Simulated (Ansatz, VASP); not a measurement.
One calculation of CsRe, two programs

```
Cs Re
1.0
     3.99428    0.00000    0.00000
     0.00000    3.20940    0.00000
     0.00000    0.00000   11.58005
Cs Re
2 2
Direct
  0.75000 0.00000 0.72605
  0.25000 0.00000 0.27395
  0.75000 0.50000 0.05353
  0.25000 0.50000 0.94647
```

Alike in both runs: functional PBE; k mesh 12 × 14 × 4; occupations gaussian, width 0.1 eV; no spin polarisation.

Ansatz relaxed the structure, and its values are those at the end. VASP's run is a single point on that final structure, the one shown.

|  | VASP | Ansatz |
| --- | --- | --- |
| version | VASP 6.6.1 | Ansatz 0.2.0 |
| potentials or method | VASP PAW PBE potentials, release 64 (Cs_sv, Re), cutoff 520 eV | scalar-relativistic, plane waves, PAW |
| valence electrons in the cell | 32 | 48 |

Ansatz gave:

| Item | Value |
| --- | --- |
| gap on the k mesh at the Fermi level (eV) | none |
| pressure (GPa) | 0.0 |
| rms of the force components (eV/Å) | 0.001 |

Question: Estimate VASP's values.

Answer: gap on the k mesh at the Fermi level (eV): none; pressure (GPa): -0.3; rms of the force components (eV/Å): 0.109.

A gap of «none» marks a metal or a gap that the smearing closes. VASP's potentials hold 32 valence electrons a cell and Ansatz's 48, so a difference there can come from the potentials and not from the codes.

Spin-orbit coupling is off throughout.
